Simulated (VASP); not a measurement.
Wanted: the native input for a VASP 6.6.1 run.

| Property | Result |
| --- | --- |
| Task | single point |
| Functional | PBE |
| Potentials or basis | VASP PAW PBE potentials, release 64 (Ga_d) |
| Cutoff | 520 eV |
| k mesh | 14 × 14 × 11 |
| Occupations | fermi-dirac, width 0.03 eV |
| Spin | no spin polarisation |
| Dipole correction | no |
| Further INCAR settings | ALGO = Normal; EDIFF = 1e-07; NBANDS = 20 |

The structure of Ga lies in POSCAR:

```
Ga
1.0
    1.3830000000     -4.0265000000      0.0000000000
    1.3830000000      4.0265000000      0.0000000000
   -0.1174500000      0.0000000000      3.3299300000
Ga
2
Direct
    0.8690000000      0.1310000000      0.2500000000
    0.1310000000      0.8690000000      0.7500000000
```

The input as run:

INCAR

```
  PREC = Accurate
  ENCUT = 520
  EDIFF = 1E-7
  ISMEAR = -1
  SIGMA = 0.03
  LREAL = F
  LASPH = T
  NELM = 80
  ALGO = Normal
  ISIF = 2
  LWAVE = F
  LCHARG = F
  GGA = PE
  NBANDS = 20
```

KPOINTS

```
regular mesh
0
Gamma
  14 14 11
```

Potentials or basis: VASP PAW PBE potentials, release 64 (Ga_d).

Run with:

```console
$ cat potpaw_PBE.64/Ga_d/POTCAR > POTCAR
$ mpirun -np 1 vasp_std > vasp.out
```

Results of the run:

| Property | Result |
| --- | --- |
| Pressure | 1.8 GPa |
| Largest force | 0.190 eV/Å |
| Band gap on the k mesh | zero (bands 13 and 14 overlap by 7.98 eV) |

Run time: 5.3 min on 1 thread of AMD EPYC 7R43 64-Core Processor (Zen 3), on a shared host, peak memory 0.4 GiB.
